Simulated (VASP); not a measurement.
Write the native input for VASP 6.6.1 that does the following.

```yaml
Task: single point
Functional: r2SCAN
Potentials_or_basis: VASP PAW PBE potentials, release 64 (Ta_pv, N)
Cutoff: 520 eV
k_mesh: 10 × 10 × 6
Occupations: fermi-dirac, width 0.05 eV
Spin: no spin polarisation
Dipole_correction: no
Further_INCAR_settings: ALGO = Normal; EDIFF = 1e-07; NBANDS = 20
```

The system is Ta2N.

```xyz
3
Lattice="3.0493 0.0000 0.0000 -1.5247 2.6408 0.0000 0.0000 0.0000 4.7704" Properties=species:S:1:pos:R:3 pbc="T T T"
Ta    0.0000    1.7605    1.2151
Ta    1.5247    0.8803    3.5553
N     0.0000    0.0000    0.0000
```

One way to write it, as run:

POSCAR

```
Ta2N
1.0
    3.0493158896      0.0000000000      0.0000000000
   -1.5246579448      2.6407850245      0.0000000000
    0.0000000000      0.0000000000      4.7704285953
Ta N
2 1
Direct
    0.3333333333      0.6666666667      0.2547110000
    0.6666666667      0.3333333333      0.7452890000
    0.0000000000      0.0000000000      0.0000000000
```

INCAR.step1

```
ALGO = Normal ; EDIFF = 1E-4
ENCUT = 520 ; GGA = PE
ISMEAR = -1 ; LASPH = T
LCHARG = F ; LREAL = F
LWAVE = T ; NBANDS = 20
NELM = 60 ; PREC = Accurate
SIGMA = 0.05
```

INCAR.step2

```
ALGO = Normal ; EDIFF = 1E-7
ENCUT = 520 ; ISIF = 2
ISMEAR = -1 ; ISTART = 1
LASPH = T ; LCHARG = F
LMIXTAU = T ; LREAL = F
LWAVE = F ; METAGGA = R2SCAN
NBANDS = 20 ; NELM = 60
PREC = Accurate ; SIGMA = 0.05
```

KPOINTS

```
k-points
0
Gamma
  10 10 6
```

Potentials or basis: VASP PAW PBE potentials, release 64 (Ta_pv, N).

Command:

```console
$ cat potpaw_PBE.64/Ta_pv/POTCAR potpaw_PBE.64/N/POTCAR > POTCAR
$ cp INCAR.step1 INCAR
$ mpirun -np 1 vasp_std > vasp.out
$ cp INCAR.step2 INCAR
$ mpirun -np 1 vasp_std > vasp.out
```

It gave:

```json
{"Pressure": "15.6 GPa", "Largest force": "0.578 eV/Å"}
```

Caveat: the PAW data sets were made with another functional, which shifts forces and pressure a little.

Run time: 2.5 min on 1 thread of Intel(R) Xeon(R) Platinum 8559C (Emerald Rapids) (shared host), peak memory 0.19 GiB.
